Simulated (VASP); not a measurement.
Runs of VASP 6.6.1 on Ir. The structure is that of space group Pm-3n (No. 223), or close to it. The cells are those of the table. 

| task | potentials or basis | cell | k mesh | cutoff (eV) | second run | gap on the mesh (eV) | pressure (GPa) |
| --- | --- | --- | --- | --- | --- | --- | --- |
| single point | VASP PAW PBE potentials, release 64 (Ir) | a = 4.877 Å, 8 atoms | 4 × 4 × 4 | 520 | - | none | 9.5 |
| single point | VASP PAW PBE potentials, release 64 (Ir) | a = 4.909 Å, 8 atoms | 4 × 4 × 4 | 520 | - | none | 2.4 |
| single point | VASP PAW PBE potentials, release 64 (Ir) | a = 4.908 Å, 8 atoms | 8 × 8 × 8 | 520 | - | none | 2.3 |
| relaxation of cell and atoms | VASP PAW PBE potentials, release 64 (Ir) | relaxed from a = 4.877 Å, 8 atoms | 4 × 4 × 4 | 600 | - | none | -0.4 |
| single point | VASP PAW PBE potentials, release 64 (Ir_sv_GW) | a = 4.909 Å, 8 atoms | 4 × 4 × 4 | 550 | valence_matched | none | (a) |

Alike in all rows: level r2SCAN; no spin polarisation; smearing gaussian 0.1 eV.

Task: Estimate the missing entries.

Result: (a) -1.9.

Caveats: the PAW data sets were made with another functional, which shifts forces and pressure a little; spin-orbit coupling is left out, which moves the levels of the heavy elements.

A k mesh can miss the band edges, and the runs leave out spin-orbit coupling on Ir.

A gap of «none» marks levels without a gap at the run's occupations.

The runs don't all hold the same shells in valence.
